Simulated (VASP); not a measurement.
# Pt (Fm-3m) in VASP: a series of runs

Pt is run at these levels: PBE; tasks: single point.

Program: VASP 6.6.1. These are calculated values, not measurements. Logs are shortened: lines on timing, memory, paths and dates and some standing lists are left out, and cuts for length are marked.

## Step 1: The cell of the first run

It takes space group Fm-3m (No. 225, cubic). The conventional cell has a = 3.871 Å, b = 3.871 Å, c = 3.871 Å, α = 90.00°, β = 90.00°, γ = 90.00°. Within 3.6 Å of Pt (site symmetry m-3m) lie 12 Pt at 2.74 Å.

## Step 2: Single point, PBE (strain -0.025 along x and y, -0.025 along z)

Input file INCAR:

```
  PREC = Accurate
  ENCUT = 520
  EDIFF = 1E-7
  ISMEAR = 0
  SIGMA = 0.15
  LREAL = F
  LASPH = T
  NELM = 80
  ALGO = Fast
  ISIF = 2
  LWAVE = F
  LCHARG = F
  GGA = PE
  NBANDS = 11
```

Input file KPOINTS:

```
regular mesh
0
Gamma
  26 26 26
```

Input file POSCAR:

```
Pt
1.0
    0.0000000000      1.9354286780      1.9354286780
    1.9354286780      0.0000000000      1.9354286780
    1.9354286780      1.9354286780      0.0000000000
Pt
1
Direct
    0.0000000000      0.0000000000      0.0000000000
```

Potentials or basis: VASP PAW PBE potentials, release 64 (Pt).

Run with:

```bash
$ cat potpaw_PBE.64/Pt/POTCAR > POTCAR
$ mpirun -np 1 vasp_std > vasp.out
```

OUTCAR:

```text
PREC = Accurate
   ENCUT = 520
   EDIFF = 1E-7
   ISMEAR = 0
   LREAL = F
   LASPH = T
   NELM = 80
   ISIF = 2
   GGA = PE

 ion  position               nearest neighbor table
   1  0.000  0.000  0.000-

  LATTYP: Found a face centered cubic cell.
 ALAT       =     3.8708573560

  Lattice vectors:

 A1 = (   0.0000000000,   1.9354286780,   1.9354286780)
 A2 = (   1.9354286780,   0.0000000000,   1.9354286780)
 A3 = (   1.9354286780,   1.9354286780,   0.0000000000)

Analysis of symmetry for initial positions (statically):
=====================================================================
 Subroutine PRICEL returns:
 Original cell was already a primitive cell.

 Routine SETGRP: Setting up the symmetry group for a
 face centered cubic supercell.

 Subroutine GETGRP returns: Found 48 space group operations
 (whereof 48 operations were pure point group operations)
 out of a pool of 48 trial point group operations.

The static configuration has the point symmetry O_h .

Analysis of symmetry for dynamics (positions and initial velocities):
=====================================================================
 Subroutine PRICEL returns:
 Original cell was already a primitive cell.

 Routine SETGRP: Setting up the symmetry group for a
 face centered cubic supercell.

 Subroutine GETGRP returns: Found 48 space group operations
 (whereof 48 operations were pure point group operations)
 out of a pool of 48 trial point group operations.

The dynamic configuration has the point symmetry O_h .

 Subroutine INISYM returns: Found 48 space group operations
 (whereof 48 operations are pure point group operations),
 and found     1 'primitive' translations

----------------------------------------------------------------------------------------

                                     Primitive cell

  volume of cell :      14.4998

  direct lattice vectors                    reciprocal lattice vectors
     0.000000000  1.935428678  1.935428678    -0.258340700  0.258340700  0.258340700
     1.935428678  0.000000000  1.935428678     0.258340700 -0.258340700  0.258340700
     1.935428678  1.935428678  0.000000000     0.258340700  0.258340700 -0.258340700

  length of vectors
     2.737109485  2.737109485  2.737109485     0.447459219  0.447459219  0.447459219

  position of ions in fractional coordinates (direct lattice)
     0.000000000  0.000000000  0.000000000

  ion indices of the primitive-cell ions
   primitive index   ion index
                 1           1

----------------------------------------------------------------------------------------

 KPOINTS: regular mesh

Automatic generation of k-mesh.
 Grid dimensions read from file:
 generate k-points for:   26   26   26

 Generating k-lattice:

  Cartesian coordinates                     Fractional coordinates (reciprocal lattice)
    -0.009936181  0.009936181  0.009936181     0.038461538  0.000000000  0.000000000
     0.009936181 -0.009936181  0.009936181     0.000000000  0.038461538  0.000000000
     0.009936181  0.009936181 -0.009936181     0.000000000  0.000000000  0.038461538

  Length of vectors
     0.017209970  0.017209970  0.017209970

  Shift w.r.t. Gamma in fractional coordinates (k-lattice)
     0.000000000  0.000000000  0.000000000

 Subroutine IBZKPT returns following result:
 ===========================================

 Found    511 irreducible k-points:

 Following reciprocal coordinates:
            Coordinates               Weight
  0.000000  0.000000  0.000000      1.000000
  0.038462  0.000000  0.000000      8.000000
  0.076923  0.000000  0.000000      8.000000
  0.115385  0.000000  0.000000      8.000000
  0.153846  0.000000  0.000000      8.000000
  0.192308  0.000000  0.000000      8.000000
[... 16 lines left out ...]
  0.346154  0.038462  0.000000     24.000000
  0.384615  0.038462  0.000000     24.000000
 [... further k-points ...]
   k-points           NKPTS =    511   k-points in BZ     NKDIM =    511   number of bands    NBANDS=     11
   number of dos      NEDOS =    301   number of ions     NIONS =      1
   total plane-waves  NPLWV =   8000
   dimension x,y,z NGX =    20 NGY =   20 NGZ =   20
   dimension x,y,z NGXF=    40 NGYF=   40 NGZF=   40
   ions per type =               1
   NGX,Y,Z   is equivalent  to a cutoff of  12.15, 12.15, 12.15 a.u.
   NGXF,Y,Z  is equivalent  to a cutoff of  24.30, 24.30, 24.30 a.u.
 SYSTEM =  unknown system
   PREC   = accura    normal or accurate (medium, high low for compatibility)
   ISTART =      0    job   : 0-new  1-cont  2-samecut
   ICHARG =      2    charge: 1-file 2-atom 10-const
   ISPIN  =      1    spin polarized calculation?
   LNONCOLLINEAR =      F non collinear calculations
   LSORBIT =      F    spin-orbit coupling
   LASPH  =      T    aspherical Exc in radial PAW
   ENCUT  =  520.0 eV  38.22 Ry    6.18 a.u.   5.09  5.09  5.09*2*pi/ulx,y,z
   NELM   =     80;   NELMIN=  2; NELMDL= -5     # of ELM steps
   EDIFF  = 0.1E-06   stopping-criterion for ELM
   LREAL  =      F    real-space projection
   EDIFFG = 0.1E-05   stopping-criterion for IOM
   NSW    =      0    number of steps for IOM
   IBRION =     -1    ionic relax: 0-MD 1-quasi-New 2-CG
   NFREE  =      0    steps in history (QN), initial steepest desc. (CG)
   ISIF   =      2    stress and relaxation
   ISYM   =      2    0-nonsym 1-usesym 2-fastsym
   POTIM  = 0.5000    time-step for ionic-motion
   TEBEG  =    0.0;   TEEND  =   0.0 temperature during run
   PSTRESS=    0.0 pullay stress
   NELECT =      10.0000    total number of electrons
   NUPDOWN=      -1.0000    fix difference up-down
   EMIN   =  10.00;   EMAX   =-10.00  energy-range for DOS
   EFERMI =   0.00;   METHOD = LEGACY
   ISMEAR =     0;   SIGMA  =   0.15  broadening in eV -4-tet -1-fermi 0-gaus
   EFERMI_NEDOS =   21; number of points for ismear=-14 and -15
   IALGO  =     68    algorithm
   IMIX   =      4    mixing-type and parameters
     AMIX     =   0.40;   BMIX     =  1.00
     AMIX_MAG =   1.60;   BMIX_MAG =  1.00
  volume/ion in A,a.u.               =      14.50        97.85
  Fermi-wavevector in a.u.,A,eV,Ry     =   1.446397  2.733295 28.464282  2.092066
  Thomas-Fermi vector in A             =   2.564471
   LORBIT       =      0    0 simple, 1 ext, 2 COOP (PROOUT), +10 PAW based schemes
   GGA     = PE    functional components
   LHFCALC =     F    Hartree Fock is set to
   AEXX    =    0.0000 exact exchange contribution
   IVDW    =     0    specifies the selected vdW correction
   LEPSILON=     F    determine dielectric tensor
   LRPA    =     F    only Hartree local field effects (RPA)
 non-spin polarized calculation
 RMM-DIIS sequential band-by-band and
 Gauss-broadening in eV      SIGMA  =   0.15
  energy-cutoff  :      520.00
  volume of cell :       14.50
 maximum number of plane-waves:       399
   NGX = 11   NGY = 11   NGZ = 11

 number of electron      10.0000000 magnetization

 number of electron       9.9999999 magnetization

 Free energy of the ion-electron system (eV)
  ---------------------------------------------------
  ext. energy  EPLUGINS =         0.00000000
  ---------------------------------------------------
  free energy    TOTEN  =        -6.03498340 eV

  energy without entropy =       -6.01445284  energy(sigma->0) =       -6.02471812

 E-fermi :  12.0402     XC(G=0): -13.7280

 val. band max:       12.0395163395   @ k =  -0.4615   0.1923   0.0000
 cond. band min:      12.0427322199   @ k =  -0.4615   0.1154   0.0385
 fundamental gap:      0.0032158804
 Fermi energy:        12.0401618322

 k-point     1 :       0.0000    0.0000    0.0000
  band No.  band energies     occupation
      1       1.3712      2.00000
      2       8.0012      2.00000
      3       8.0012      2.00000
      4       8.0012      2.00000
      5      10.3008      2.00000
      6      10.3008      2.00000
      7      26.5561      0.00000
      8      31.7473      0.00000
      9      31.7473      0.00000
     10      31.7473      0.00000
     11      37.2378      0.00000

 k-point     2 :       0.0385    0.0000    0.0000
  band No.  band energies     occupation
      1       1.4335      2.00000
      2       7.9716      2.00000
      3       8.0269      2.00000
      4       8.0269      2.00000
      5      10.2854      2.00000
      6      10.2854      2.00000
      7      26.6573      0.00000
      8      31.4028      0.00000
      9      31.8458      0.00000
     10      31.8458      0.00000
     11      37.6338      0.00000

 k-point     3 :       0.0769    0.0000    0.0000
  band No.  band energies     occupation
      1       1.6178      2.00000
      2       7.8890      2.00000
      3       8.0995      2.00000
      4       8.0995      2.00000
      5      10.2452      2.00000
      6      10.2452      2.00000
      7      26.9486      0.00000
      8      30.5779      0.00000
      9      32.1373      0.00000
     10      32.1373      0.00000
     11      38.5356      0.00000

 k-point     4 :       0.1154    0.0000    0.0000
  band No.  band energies     occupation
      1       1.9153      2.00000
      2       7.7714      2.00000
      3       8.2047      2.00000
      4       8.2047      2.00000
      5      10.1987      2.00000
      6      10.1987      2.00000
      7      27.3914      0.00000
      8      29.5537      0.00000
      9      32.6097      0.00000
     10      32.6097      0.00000
     11      39.0063      0.00000
[... 239 lines left out ...]
 k-point    22 :       0.3077    0.0385    0.0000
  band No.  band energies     occupation
      1       3.9674      2.00000
      2       7.8829      2.00000
      3       8.2849      2.00000
      4       8.3587      2.00000
      5      10.6808      2.00000
      6      11.0338      2.00000
      7      24.0713      0.00000
      8      28.0896      0.00000
      9      33.8360      0.00000
     10      35.0482      0.00000
     11      36.5778      0.00000

 k-point    23 :       0.3462    0.0385    0.0000
  band No.  band energies     occupation
      1       4.1956      2.00000
      2       8.1569      2.00000
      3       8.2599      2.00000
      4       8.4268      2.00000
      5      11.0718      2.00000
      6      11.3495      2.00000
      7      22.6752      0.00000
      8      27.5270      0.00000
      9      33.0866      0.00000
     10      34.1352      0.00000
     11      37.4639      0.00000

 k-point    24 :       0.3846    0.0385    0.0000
  band No.  band energies     occupation
      1       4.3040      2.00000
      2       8.0531      2.00000
      3       8.1585      2.00000
      4       9.1318      2.00000
      5      11.4878      2.00000
      6      11.6503      1.99976
      7      21.2577      0.00000
      8      27.0123      0.00000
      9      32.3107      0.00000
     10      33.1139      0.00000
     11      38.7524      0.00000

 [... further k-points ...]

------------------------ aborting loop because EDIFF is reached ----------------------------------------

  FORCE on cell =-STRESS in cart. coord.  units (eV):
  Direction    XX          YY          ZZ          XY          YZ          ZX
  --------------------------------------------------------------------------------------
  -------------------------------------------------------------------------------------
  Total        2.0506951      2.0506951      2.0506951      0.0000000      0.0000000      0.0000000
  in kB      226.5949204    226.5949204    226.5949204      0.0000000      0.0000000      0.0000000
  external PRESSURE =     226.5949204 kB  Pullay stress =       0.0000000 kB

 VOLUME and BASIS-vectors are now :
 -----------------------------------------------------------------------------
  energy-cutoff  :      520.00
  volume of cell :       14.50
      direct lattice vectors                 reciprocal lattice vectors
     0.000000000  1.935428678  1.935428678    -0.258340700  0.258340700  0.258340700
     1.935428678  0.000000000  1.935428678     0.258340700 -0.258340700  0.258340700
     1.935428678  1.935428678  0.000000000     0.258340700  0.258340700 -0.258340700

 POSITION                                       TOTAL-FORCE (eV/Angst)
 -----------------------------------------------------------------------------------
      0.00000      0.00000      0.00000         0.000000      0.000000      0.000000
 -----------------------------------------------------------------------------------
    total drift:                                0.000000      0.000000      0.000000

  FREE ENERGIE OF THE ION-ELECTRON SYSTEM (eV)
  ---------------------------------------------------
  free  energy   TOTEN  =        -6.0349834016 eV

  energy  without entropy=       -6.0144528392  energy(sigma->0) =       -6.02471812
```

It took 29 s on 1 thread of Intel Xeon 6975P-C (Granite Rapids), shared host; peak memory 0.2 GiB.

Results:

```
Free energy            : -6.0350 eV
Pressure               : 22.7 GPa
Band gap on the k mesh : zero (band 5 reaches 12.58 eV, above the bottom of band 6 at 10.18 eV)
```

Caveat: the cell differs from its parent crystal (strain -0.025 along x and y, -0.025 along z); spin-orbit coupling is left out, which moves the levels of the heavy elements.

## Step 3: Single point, PBE (strain +0.025 along x and y, +0.025 along z)

Input file INCAR:

```
  ALGO = Normal
  EDIFF = 1E-6
  ENCUT = 520
  GGA = PE
  ISIF = 2
  ISMEAR = 0
  LASPH = T
  LCHARG = F
  LREAL = F
  LWAVE = F
  NBANDS = 11
  NELM = 60
  PREC = Accurate
  SIGMA = 0.15
```

Input file KPOINTS:

```
k-points
0
Gamma
  26 26 26
```

Input file POSCAR:

```
Pt
1.0
    0.0000000000      2.0346814308      2.0346814308
    2.0346814308      0.0000000000      2.0346814308
    2.0346814308      2.0346814308      0.0000000000
Pt
1
Direct
    0.0000000000      0.0000000000      0.0000000000
```

Potentials or basis: VASP PAW PBE potentials, release 64 (Pt).

Run with:

```bash
$ cat potpaw_PBE.64/Pt/POTCAR > POTCAR
$ mpirun -np 1 vasp_std > vasp.out
```

Wall time 21 s (1 thread of Intel Xeon 6975P-C (Granite Rapids), shared host); peak memory 0.22 GiB.

The run converged. Its results:

| Item | Value |
| --- | --- |
| Free energy | -6.0464 eV |
| Pressure | -15.3 GPa |
| Band gap on the k mesh | zero (band 5 reaches 9.65 eV, above the bottom of band 6 at 7.81 eV) |

Levels at points of the mesh, in eV from the Fermi level:
| k point | band 2 | band 3 | band 4 | band 5 | band 6 | band 7 | band 8 | band 9 |
| --- | --- | --- | --- | --- | --- | --- | --- | --- |
| (0.00, 0.00, 0.00) | -3.15 | -3.15 | -3.15 | -1.36 | -1.36 | 14.89 | 19.23 | 19.23 |
| (0.50, 0.00, 0.00) | -3.20 | -3.20 | -0.02 | 0.02 | 0.02 | 5.05 | 14.42 | 18.19 |
| (0.50, 0.50, 0.00) | -5.54 | -0.01 | 0.39 | 0.39 | 2.01 | 7.75 | 11.04 | 11.04 |

Caveat: the cell differs from its parent crystal (strain +0.025 along x and y, +0.025 along z); spin-orbit coupling is left out, which moves the levels of the heavy elements.

## Step 4: Single point, PBE (strain +0.050 along x and y, +0.050 along z)

Input file INCAR:

```
PREC     = Accurate       # precision mode
ENCUT    = 520            # plane-wave cutoff, eV
EDIFF    = 1E-6           # SCF threshold, eV
ISMEAR   = 0              # smearing method
SIGMA    = 0.15           # smearing width, eV
LREAL    = False          # projectors in reciprocal space
LASPH    = True           # aspherical terms in the spheres
NELM     = 80             # most SCF steps
ALGO     = Normal         # electronic algorithm
ISIF     = 2              # what is computed and relaxed
LWAVE    = False          # write WAVECAR
LCHARG   = True           # write CHGCAR
GGA      = PE             # functional
LELF     = True           # ELF
LVHAR    = True         
NBANDS   = 11             # bands
```

Input file KPOINTS:

```
regular mesh
0
Gamma
  26 26 26
```

Input file POSCAR:

```
Pt
1.0
    0.0000000000      2.0843078071      2.0843078071
    2.0843078071      0.0000000000      2.0843078071
    2.0843078071      2.0843078071      0.0000000000
Pt
1
Direct
    0.0000000000      0.0000000000      0.0000000000
```

Run with:

```bash
$ cat potpaw_PBE.64/Pt/POTCAR > POTCAR
$ mpirun -np 1 vasp_std > vasp.out
```

It took 22 s on 1 thread of Intel Xeon 6975P-C (Granite Rapids), shared host; peak memory 0.23 GiB.

The run converged. Its results:

```yaml
Free_energy: -5.8877 eV
Pressure: -24.3 GPa
Band_gap_on_the_k_mesh: zero (band 5 reaches 8.41 eV, above the bottom of band 6 at 6.79 eV)
```

Levels at points of the mesh, in eV from the Fermi level:
| k point | band 1 | band 2 | band 3 | band 4 | band 5 | band 6 | band 7 | band 8 | band 9 | band 10 |
| --- | --- | --- | --- | --- | --- | --- | --- | --- | --- | --- |
| (0.00, 0.00, 0.00) | -8.31 | -2.80 | -2.80 | -2.80 | -1.21 | -1.21 | 14.97 | 18.92 | 18.92 | 18.92 |
| (0.50, 0.00, 0.00) | -5.60 | -2.83 | -2.83 | 0.01 | 0.01 | 0.26 | 4.59 | 14.49 | 17.64 | 17.64 |
| (0.50, 0.50, 0.00) | -5.28 | -4.92 | -0.02 | 0.34 | 0.34 | 2.15 | 7.09 | 10.80 | 10.80 | 18.00 |

Caveat: the cell differs from its parent crystal (strain +0.050 along x and y, +0.050 along z); spin-orbit coupling is left out, which moves the levels of the heavy elements.

## Step 5: Summary

```tsv
cell	gap on the mesh (eV)	pressure (GPa)
a = 2.737 Å, angles 60.0°, 1 atom	none	22.7
a = 2.877 Å, angles 60.0°, 1 atom	none	-15.3
a = 2.948 Å, angles 60.0°, 1 atom	none	-24.3
```

Alike in all rows: task single point; level PBE; potentials or basis VASP PAW PBE potentials, release 64 (Pt); no spin polarisation; k mesh 26 × 26 × 26; cutoff (eV) 520; smearing gaussian 0.15 eV.

Caveats: spin-orbit coupling is left out, which moves the levels of the heavy elements.

Total energies depend on the potentials used, so only differences within one code and one set of settings carry meaning.
